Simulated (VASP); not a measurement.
# Bi (P6_3/mmc) in VASP: settings compared

Aim: see how the results for Bi move with the level of theory and the settings. Levels: LDA, PBEsol, r2SCAN, PBE. Tasks: electric field gradients.

Everything below comes from runs of VASP 6.6.1. Logs are shortened: lines on timing, memory, paths and dates and some standing lists are left out, and cuts for length are marked.

## 1. The cell of the first run

Symmetry: P6_3/mmc, No. 194, hexagonal system. The conventional cell has a = 4.539 Å, b = 4.539 Å, c = 11.829 Å, α = 90.00°, β = 90.00°, γ = 120.00°.

This isn't the form of Bi at room conditions, which is rhombohedral.

## 2. Electric field gradients, LDA

INCAR

```
SYSTEM = Bi
PREC = Accurate
ENCUT = 520
EDIFF = 1E-8
ISMEAR = -1
SIGMA = 0.03
LREAL = .False.
LASPH = .True.
NELM = 80
ALGO = Normal
ISIF = 2
LWAVE = .False.
LCHARG = .False.
LEFG = .True.
NBANDS = 22
```

KPOINTS

```
regular mesh
0
Gamma
  9 9 3
  0 0 0
```

POSCAR

```
Bi
1.0
    4.5390002997      0.0000000000      0.0000000000
   -2.2695001499      3.9308895674      0.0000000000
    0.0000000000      0.0000000000     11.8290000000
Bi
2
Direct
    0.3333333333      0.6666666667      0.2500000000
    0.6666666667      0.3333333333      0.7500000000
```

Potentials or basis: VASP PAW LDA potentials, release 64 (Bi_d).

Run with:

```sh
cat potpaw_LDA.64/Bi_d/POTCAR > POTCAR
mpirun -np 1 vasp_std > vasp.out
```

OUTCAR:

```text
SYSTEM = Bi
   PREC = Accurate
   ENCUT = 520
   EDIFF = 1E-8
   ISMEAR = -1
   LREAL = .False.
   LASPH = .True.
   NELM = 80
   ISIF = 2

 ion  position               nearest neighbor table
   1  0.333  0.667  0.250-
   2  0.667  0.333  0.750-

  LATTYP: Found a hexagonal cell.
 ALAT       =     4.5390002997
 C/A-ratio  =     2.6060804624

  Lattice vectors:

 A1 = (   4.5390002997,   0.0000000000,   0.0000000000)
 A2 = (  -2.2695001499,   3.9308895674,   0.0000000000)
 A3 = (   0.0000000000,   0.0000000000,  11.8290000000)

Analysis of symmetry for initial positions (statically):
=====================================================================
 Subroutine PRICEL returns:
 Original cell was already a primitive cell.

 Routine SETGRP: Setting up the symmetry group for a
 hexagonal supercell.

 Subroutine GETGRP returns: Found 24 space group operations
 (whereof 12 operations were pure point group operations)
 out of a pool of 24 trial point group operations.

The static configuration has the point symmetry D_3d.
 The point group associated with its full space group is D_6h.

Analysis of symmetry for dynamics (positions and initial velocities):
=====================================================================
 Subroutine PRICEL returns:
 Original cell was already a primitive cell.

 Routine SETGRP: Setting up the symmetry group for a
 hexagonal supercell.

 Subroutine GETGRP returns: Found 24 space group operations
 (whereof 12 operations were pure point group operations)
 out of a pool of 24 trial point group operations.

The dynamic configuration has the point symmetry D_3d.
 The point group associated with its full space group is D_6h.

 Subroutine INISYM returns: Found 24 space group operations
 (whereof 12 operations are pure point group operations),
 and found     1 'primitive' translations

----------------------------------------------------------------------------------------

                                     Primitive cell

  volume of cell :     211.0567

  direct lattice vectors                    reciprocal lattice vectors
     4.539000300  0.000000000  0.000000000     0.220312830  0.127197672  0.000000000
    -2.269500150  3.930889567  0.000000000     0.000000000  0.254395343  0.000000000
     0.000000000  0.000000000 11.829000000     0.000000000  0.000000000  0.084538000

  length of vectors
     4.539000300  4.539000300 11.829000000     0.254395343  0.254395343  0.084538000

  position of ions in fractional coordinates (direct lattice)
     0.333333333  0.666666667  0.250000000
     0.666666667  0.333333333  0.750000000

  ion indices of the primitive-cell ions
   primitive index   ion index
                 1           1
                 2           2

----------------------------------------------------------------------------------------

 KPOINTS: regular mesh

Automatic generation of k-mesh.
 Grid dimensions read from file:
 generate k-points for:    9    9    3

 Generating k-lattice:

  Cartesian coordinates                     Fractional coordinates (reciprocal lattice)
     0.024479203  0.014133075  0.000000000     0.111111111 -0.000000000  0.000000000
     0.000000000  0.028266149  0.000000000     0.000000000  0.111111111  0.000000000
     0.000000000  0.000000000  0.028179333     0.000000000  0.000000000  0.333333333

  Length of vectors
     0.028266149  0.028266149  0.028179333

  Shift w.r.t. Gamma in fractional coordinates (k-lattice)
     0.000000000  0.000000000  0.000000000

 Subroutine IBZKPT returns following result:
 ===========================================

 Found     24 irreducible k-points:

 Following reciprocal coordinates:
            Coordinates               Weight
  0.000000  0.000000  0.000000      1.000000
  0.111111  0.000000  0.000000      6.000000
  0.222222  0.000000  0.000000      6.000000
  0.333333  0.000000  0.000000      6.000000
  0.444444  0.000000  0.000000      6.000000
  0.111111  0.111111  0.000000      6.000000
[... 16 lines left out ...]
  0.333333  0.222222  0.333333     24.000000
  0.333333  0.333333  0.333333      4.000000
   k-points           NKPTS =     24   k-points in BZ     NKDIM =     24   number of bands    NBANDS=     22
   number of dos      NEDOS =    301   number of ions     NIONS =      2
   total plane-waves  NPLWV = 116640
   dimension x,y,z NGX =    36 NGY =   36 NGZ =   90
   dimension x,y,z NGXF=    72 NGYF=   72 NGZF=  180
   ions per type =               2
   NGX,Y,Z   is equivalent  to a cutoff of  13.19, 13.19, 12.65 a.u.
   NGXF,Y,Z  is equivalent  to a cutoff of  26.37, 26.37, 25.30 a.u.
 SYSTEM =  Bi
   PREC   = accura    normal or accurate (medium, high low for compatibility)
   ISTART =      0    job   : 0-new  1-cont  2-samecut
   ICHARG =      2    charge: 1-file 2-atom 10-const
   ISPIN  =      1    spin polarized calculation?
   LNONCOLLINEAR =      F non collinear calculations
   LSORBIT =      F    spin-orbit coupling
   LASPH  =      T    aspherical Exc in radial PAW
   ENCUT  =  520.0 eV  38.22 Ry    6.18 a.u.   8.44  8.44 21.99*2*pi/ulx,y,z
   NELM   =     80;   NELMIN=  2; NELMDL= -5     # of ELM steps
   EDIFF  = 0.1E-07   stopping-criterion for ELM
   LREAL  =      F    real-space projection
   EDIFFG = 0.1E-06   stopping-criterion for IOM
   NSW    =      0    number of steps for IOM
   IBRION =     -1    ionic relax: 0-MD 1-quasi-New 2-CG
   NFREE  =      0    steps in history (QN), initial steepest desc. (CG)
   ISIF   =      2    stress and relaxation
   ISYM   =      2    0-nonsym 1-usesym 2-fastsym
   POTIM  = 0.5000    time-step for ionic-motion
   TEBEG  =    0.0;   TEEND  =   0.0 temperature during run
   PSTRESS=    0.0 pullay stress
   NELECT =      30.0000    total number of electrons
   NUPDOWN=      -1.0000    fix difference up-down
   EMIN   =  10.00;   EMAX   =-10.00  energy-range for DOS
   EFERMI =   0.00;   METHOD = LEGACY
   ISMEAR =    -1;   SIGMA  =   0.03  broadening in eV -4-tet -1-fermi 0-gaus
   EFERMI_NEDOS =   21; number of points for ismear=-14 and -15
   IALGO  =     38    algorithm
   IMIX   =      4    mixing-type and parameters
     AMIX     =   0.40;   BMIX     =  1.00
     AMIX_MAG =   1.60;   BMIX_MAG =  1.00
  volume/ion in A,a.u.               =     105.53       712.14
  Fermi-wavevector in a.u.,A,eV,Ry     =   0.854376  1.614536  9.931679  0.729958
  Thomas-Fermi vector in A             =   1.970962
   LORBIT       =      0    0 simple, 1 ext, 2 COOP (PROOUT), +10 PAW based schemes
   GGA     = CA    functional components
   LHFCALC =     F    Hartree Fock is set to
   AEXX    =    0.0000 exact exchange contribution
   IVDW    =     0    specifies the selected vdW correction
   LEPSILON=     F    determine dielectric tensor
   LRPA    =     F    only Hartree local field effects (RPA)
 non-spin polarized calculation
  energy-cutoff  :      520.00
  volume of cell :      211.06
 maximum number of plane-waves:      5785
 NGX is ok and might be reduce to    36
   NGX = 17   NGY = 17   NGZ = 43

 number of electron      29.9999990 magnetization

 Free energy of the ion-electron system (eV)
  ---------------------------------------------------
  ext. energy  EPLUGINS =         0.00000000
  ---------------------------------------------------
  free energy    TOTEN  =        -3.53543158 eV

  energy without entropy =       -3.51395362  energy(sigma->0) =       -3.52469260

 E-fermi :  -1.3234     XC(G=0):  -5.6330

 val. band max:       -1.3240799283   @ k =   0.3333   0.1111   0.3333
 cond. band min:      -1.3203508960   @ k =   0.3333   0.0000   0.3333
 fundamental gap:      0.0037290322
 Fermi energy:        -1.3233788802

 k-point     1 :       0.0000    0.0000    0.0000
  band No.  band energies     occupation
      1     -24.1008      2.00000
      2     -24.1008      2.00000
      3     -24.0946      2.00000
      4     -24.0946      2.00000
      5     -24.0946      2.00000
      6     -24.0946      2.00000
[... 14 lines left out ...]
     21       4.3935      0.00000
     22       4.4599      0.00000

 k-point     2 :       0.1111    0.0000    0.0000
  band No.  band energies     occupation
      1     -24.1004      2.00000
      2     -24.1004      2.00000
      3     -24.0948      2.00000
      4     -24.0948      2.00000
      5     -24.0946      2.00000
      6     -24.0946      2.00000
[... 542 lines left out ...]
 k-point    24 :       0.3333    0.3333    0.3333
  band No.  band energies     occupation
      1     -24.0966      2.00000
      2     -24.0966      2.00000
      3     -24.0963      2.00000
      4     -24.0963      2.00000
      5     -24.0963      2.00000
      6     -24.0963      2.00000
[... 14 lines left out ...]
     21       4.1970      0.00000
     22       4.7146      0.00000

------------------------ aborting loop because EDIFF is reached ----------------------------------------

  FORCE on cell =-STRESS in cart. coord.  units (eV):
  Direction    XX          YY          ZZ          XY          YZ          ZX
  --------------------------------------------------------------------------------------
  -------------------------------------------------------------------------------------
  Total       -7.0135971     -7.0135971     -0.6630875      0.0000000     -0.0000000      0.0000000
  in kB      -53.2417487    -53.2417487     -5.0336424      0.0000000     -0.0000000      0.0000000
  external PRESSURE =     -37.1723799 kB  Pullay stress =       0.0000000 kB

 VOLUME and BASIS-vectors are now :
 -----------------------------------------------------------------------------
  energy-cutoff  :      520.00
  volume of cell :      211.06
      direct lattice vectors                 reciprocal lattice vectors
     4.539000300  0.000000000  0.000000000     0.220312830  0.127197672  0.000000000
    -2.269500150  3.930889567  0.000000000     0.000000000  0.254395343  0.000000000
     0.000000000  0.000000000 11.829000000     0.000000000  0.000000000  0.084538000

 POSITION                                       TOTAL-FORCE (eV/Angst)
 -----------------------------------------------------------------------------------
     -0.00000      2.62059      2.95725        -0.000000      0.000000      0.000000
      2.26950      1.31030      8.87175         0.000000     -0.000000      0.000000
 -----------------------------------------------------------------------------------
    total drift:                                0.000000     -0.000000      0.000000

  FREE ENERGIE OF THE ION-ELECTRON SYSTEM (eV)
  ---------------------------------------------------
  free  energy   TOTEN  =        -3.5354315782 eV

  energy  without entropy=       -3.5139536233  energy(sigma->0) =       -3.52469260

 Electric field gradients (V/A^2)
---------------------------------------------------------------------
 ion       V_xx      V_yy      V_zz      V_xy      V_xz      V_yz
---------------------------------------------------------------------
   1      56.997    56.999  -113.997     0.001    -0.000     0.000
   2      56.997    56.999  -113.997     0.001     0.000    -0.000
---------------------------------------------------------------------

 Electric field gradients after diagonalization (V/A^2)
 (convention: |V_zz| > |V_xx| > |V_yy|)
----------------------------------------------------------------------
 ion       V_xx      V_yy      V_zz     asymmetry (V_yy - V_xx)/ V_zz
----------------------------------------------------------------------
   1      57.000    56.997  -113.997       0.000
   2      57.000    56.997  -113.997       0.000
----------------------------------------------------------------------

           NMR quadrupolar parameters

 Cq : quadrupolar parameter    Cq=e*Q*V_zz/h
 eta: asymmetry parameters     (V_yy - V_xx)/ V_zz
 Q  : nuclear electric quadrupole moment in mb (millibarn)
----------------------------------------------------------------------
 ion       Cq(MHz)       eta       Q (mb)
----------------------------------------------------------------------
   1      -0.276       0.000       1.000
   2      -0.276       0.000       1.000
----------------------------------------------------------------------
```

It took 52 s on 1 thread of Intel Xeon Platinum 8488C (Sapphire Rapids), shared host; peak memory 0.29 GiB.

Results:

```
Free energy                             : -3.5354 eV
Pressure                                : -3.7 GPa
Band gap on the k mesh                  : zero (bands 15 and 16 overlap by 2.11 eV)
Largest electric field gradient by atom : Bi -114.0 V/Å²
```

Electric field gradients, principal values (V/Å²):
```csv
atom,least,middle,greatest (by size)
1 Bi,56.997,57.000,-113.997
2 Bi,56.997,57.000,-113.997
```

Caveat: the cell stands under tension; without QUAD_EFG the Cq values of the log hold for a quadrupole moment of 1 mb, not for the nuclei; spin-orbit coupling is left out, which moves the levels of the heavy elements.

## 3. Electric field gradients, PBEsol

INCAR

```
PREC = Accurate
ENCUT = 520
EDIFF = 1E-8
ISMEAR = -1
SIGMA = 0.03
LREAL = F
LASPH = T
NELM = 100
ALGO = Normal
ISIF = 2
LWAVE = F
LCHARG = F
GGA = PS
LEFG = T
NBANDS = 22
```

KPOINTS

```
regular mesh
0
Gamma
  9 9 3
```

POSCAR is that of step 2.

Potentials or basis: VASP PAW PBE potentials, release 64 (Bi_d).

Run with:

```sh
cat potpaw_PBE.64/Bi_d/POTCAR > POTCAR
mpirun -np 1 vasp_std > vasp.out
```

OUTCAR:

```text
PREC = Accurate
   ENCUT = 520
   EDIFF = 1E-8
   ISMEAR = -1
   LREAL = F
   LASPH = T
   NELM = 100
   ISIF = 2
   GGA = PS

 ion  position               nearest neighbor table
   1  0.333  0.667  0.250-
   2  0.667  0.333  0.750-

  LATTYP: Found a hexagonal cell.
 ALAT       =     4.5390002997
 C/A-ratio  =     2.6060804624

  Lattice vectors:

 A1 = (   4.5390002997,   0.0000000000,   0.0000000000)
 A2 = (  -2.2695001499,   3.9308895674,   0.0000000000)
 A3 = (   0.0000000000,   0.0000000000,  11.8290000000)

[... 809 lines left out ...]
  ---------------------------------------------------
  free  energy   TOTEN  =        -3.3795235077 eV

  energy  without entropy=       -3.3582223544  energy(sigma->0) =       -3.36887293

 Electric field gradients (V/A^2)
---------------------------------------------------------------------
 ion       V_xx      V_yy      V_zz      V_xy      V_xz      V_yz
---------------------------------------------------------------------
   1      62.564    62.566  -125.130     0.001    -0.000     0.000
   2      62.564    62.566  -125.130     0.001     0.000    -0.000
---------------------------------------------------------------------

 Electric field gradients after diagonalization (V/A^2)
 (convention: |V_zz| > |V_xx| > |V_yy|)
----------------------------------------------------------------------
 ion       V_xx      V_yy      V_zz     asymmetry (V_yy - V_xx)/ V_zz
----------------------------------------------------------------------
   1      62.567    62.563  -125.130       0.000
   2      62.567    62.563  -125.130       0.000
----------------------------------------------------------------------

           NMR quadrupolar parameters

 Cq : quadrupolar parameter    Cq=e*Q*V_zz/h
 eta: asymmetry parameters     (V_yy - V_xx)/ V_zz
 Q  : nuclear electric quadrupole moment in mb (millibarn)
----------------------------------------------------------------------
 ion       Cq(MHz)       eta       Q (mb)
----------------------------------------------------------------------
   1      -0.303       0.000       1.000
   2      -0.303       0.000       1.000
----------------------------------------------------------------------
```

Wall time 68 s (1 thread of Intel Xeon Platinum 8488C (Sapphire Rapids), shared host); peak memory 0.36 GiB.

Results:

- Free energy: -3.3795 eV
- Pressure: -3.6 GPa
- Band gap on the k mesh: zero (bands 15 and 16 overlap by 2.14 eV)
- Largest electric field gradient by atom: Bi -125.1 V/Å²

Levels at points of the mesh, in eV from the Fermi level:
| k point | band 12 | band 13 | band 14 | band 15 | band 16 | band 17 | band 18 | band 19 |
| --- | --- | --- | --- | --- | --- | --- | --- | --- |
| (0.00, 0.00, 0.00) | -10.32 | -0.84 | -0.34 | 1.43 | 1.43 | 1.44 | 1.44 | 3.02 |

Electric field gradients, principal values (V/Å²):
```
atom   least  middle  greatest (by size)
1 Bi  62.563  62.567            -125.130
2 Bi  62.563  62.567            -125.130
```

Caveat: the cell stands under tension; without QUAD_EFG the Cq values of the log hold for a quadrupole moment of 1 mb, not for the nuclei; the PAW data sets were made with another functional, which shifts forces and pressure a little; spin-orbit coupling is left out, which moves the levels of the heavy elements.

(Continued in part 2 of 2.)
